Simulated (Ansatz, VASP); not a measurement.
Two plane-wave programs on Zr

POSCAR

```
Zr
1.0
   -1.7788277996      1.7788277996      1.7788277996
    1.7788277996     -1.7788277996      1.7788277996
    1.7788277996      1.7788277996     -1.7788277996
Zr
1
Direct
    0.0000000000      0.0000000000      0.0000000000
```

File INCAR.step1:

```
ALGO     = Normal         # electronic algorithm
EDIFF    = 1E-4           # SCF threshold, eV
ENCUT    = 520            # plane-wave cutoff, eV
GGA      = PE             # functional
ISMEAR   = -1             # smearing method
LASPH    = True           # aspherical terms in the spheres
LCHARG   = False          # write CHGCAR
LREAL    = False          # projectors in reciprocal space
LWAVE    = True           # write WAVECAR
NBANDS   = 12             # bands
NELM     = 80             # most SCF steps
PREC     = Accurate       # precision mode
SIGMA    = 0.05           # smearing width, eV
```

Contents of INCAR.step2:

```
ALGO     = Normal         # electronic algorithm
EDIFF    = 1E-8           # SCF threshold, eV
ENCUT    = 520            # plane-wave cutoff, eV
ISIF     = 2              # what is computed and relaxed
ISMEAR   = -1             # smearing method
ISTART   = 1            
LASPH    = True           # aspherical terms in the spheres
LCHARG   = False          # write CHGCAR
LEFG     = True         
LMIXTAU  = True         
LREAL    = False          # projectors in reciprocal space
LWAVE    = False          # write WAVECAR
METAGGA  = R2SCAN         # meta-GGA
NBANDS   = 12             # bands
NELM     = 80             # most SCF steps
PREC     = Accurate       # precision mode
SIGMA    = 0.05           # smearing width, eV
```

KPOINTS

```
k-points
0
Gamma
  13 13 13
```

Input for Ansatz:

```yaml
crystal:
  lattice:
    - [-1.7788277996, 1.7788277996, 1.7788277996]
    - [1.7788277996, -1.7788277996, 1.7788277996]
    - [1.7788277996, 1.7788277996, -1.7788277996]
  atoms:
    - { symbol: Zr, position: [0.0, 0.0, 0.0] }
kpoints:
  mp_grid: { grid: [13, 13, 13] }
scf:
  occupations: { method: fermi_dirac, width: 0.05 }
hamiltonian:
  xc: r2scan
  pseudopotentials: { kind: paw }
output:
  forces: true
  stress: true
  eigenvalues: true
  efg: { contact_densities: true }
```

Change from the starting cell: volume scaled by 0.98, PAW files.

Alike in both runs: task electric field gradients; functional r2SCAN; k mesh 13 × 13 × 13; occupations fermi-dirac, width 0.05 eV; no spin polarisation.

|  | VASP | Ansatz |
| --- | --- | --- |
| version | VASP 6.6.1 | Ansatz 0.2.0 |
| potentials or method | VASP PAW PBE potentials, release 64 (Zr_sv) | PAW with Ansatz's default frozen-core files, scalar-relativistic |
| plane-wave cutoff (eV) | 520 | 500 |
| valence electrons in the cell | 12 | 12 |

|  | VASP | Ansatz | Ansatz less VASP |
| --- | --- | --- | --- |
| pressure (GPa) | 1.7 | 1.7 | -0.04 |

VASP's potentials were made for PBE, not for r2SCAN.
